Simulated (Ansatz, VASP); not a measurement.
**Two plane-wave programs on SrTe7**

The input INCAR:

```
ALGO     = Normal         # electronic algorithm
EDIFF    = 1E-6           # SCF threshold, eV
EDIFFG   = -0.04          # ionic threshold
ENCUT    = 600            # plane-wave cutoff, eV
GGA      = PE             # functional
IBRION   = 2              # ionic algorithm
ISIF     = 3              # what is computed and relaxed
ISMEAR   = 0              # smearing method
LASPH    = True           # aspherical terms in the spheres
LCHARG   = False          # write CHGCAR
LREAL    = False          # projectors in reciprocal space
LWAVE    = False          # write WAVECAR
NELM     = 100            # most SCF steps
NSW      = 90             # ionic steps
PREC     = Accurate       # precision mode
SIGMA    = 0.1            # smearing width, eV
```

File KPOINTS:

```
k-points
0
Gamma
  3 3 3
```

The input POSCAR:

```
SrTe7
1.0
    3.3086032500      1.9102229800      5.9804508500
   -3.3086032500      1.9102229800      5.9804508500
    0.0000000000     -3.8204459600      5.9804508500
Sr Te
1 7
Direct
    0.0000000000      0.0000000000      0.0000000000
    0.9825447100      0.3971602500      0.3971602500
    0.3971602500      0.9825447100      0.3971602500
    0.3971602500      0.3971602500      0.9825447100
    0.0174552900      0.6028397500      0.6028397500
    0.6028397500      0.0174552900      0.6028397500
    0.6028397500      0.6028397500      0.0174552900
    0.5000000000      0.5000000000      0.5000000000
```

Input for Ansatz:

```yaml
crystal:
  lattice:
    - [3.30860325, 1.91022298, 5.98045085]
    - [-3.30860325, 1.91022298, 5.98045085]
    - [0.0, -3.82044596, 5.98045085]
  atoms:
    - { symbol: Sr, position: [0.0, 0.0, 0.0] }
    - { symbol: Te, position: [0.98254471, 0.39716025, 0.39716025] }
    - { symbol: Te, position: [0.39716025, 0.98254471, 0.39716025] }
    - { symbol: Te, position: [0.39716025, 0.39716025, 0.98254471] }
    - { symbol: Te, position: [0.01745529, 0.60283975, 0.60283975] }
    - { symbol: Te, position: [0.60283975, 0.01745529, 0.60283975] }
    - { symbol: Te, position: [0.60283975, 0.60283975, 0.01745529] }
    - { symbol: Te, position: [0.5, 0.5, 0.5] }
basis:
  ecutwfc: 420
kpoints:
  mp_grid: { grid: [3, 3, 3] }
hamiltonian:
  xc: pbe
scf:
  occupations: { method: gaussian, width: 0.1 }
  lower_state_search: "off"
output:
  forces: true
  stress: true
  eigenvalues: true
relax:
  adjacent_minimum: "off"
  f_tol: 0.04
  max_steps: 70
  cell: { stress_tol: 0.4 }
```

Alike in both runs: task relaxation of cell and atoms; functional PBE; k mesh 3 × 3 × 3; occupations gaussian, width 0.1 eV; no spin polarisation.

|  | VASP | Ansatz |
| --- | --- | --- |
| version | VASP 6.6.1 | Ansatz 0.2.0 |
| potentials or method | VASP PAW PBE potentials, release 64 (Sr_sv, Te), cutoff 600 eV | scalar-relativistic, plane waves, PAW |
| valence electrons in the cell | 52 | 122 |

```csv
,VASP,Ansatz,Ansatz less VASP
"gap on the k mesh at the Fermi level, each at its own relaxed structure (eV)",none,none,-
relaxed volume (Å³/atom),40.39,40.42,+0.034
relaxed length of the cell vector where the two differ most in proportion (Å),9.202,9.218,+0.0161
```

A gap of «none» marks a metal or a gap that the smearing closes. VASP's potentials hold 52 valence electrons a cell and Ansatz's 122, so a difference there can come from the potentials and not from the codes.

The k mesh is coarse, so the values compare programs but aren't converged. Neither program's run includes spin-orbit coupling. Noted on VASP's run: the volume moved by over 15 % at a fixed basis, so the end points are rough.
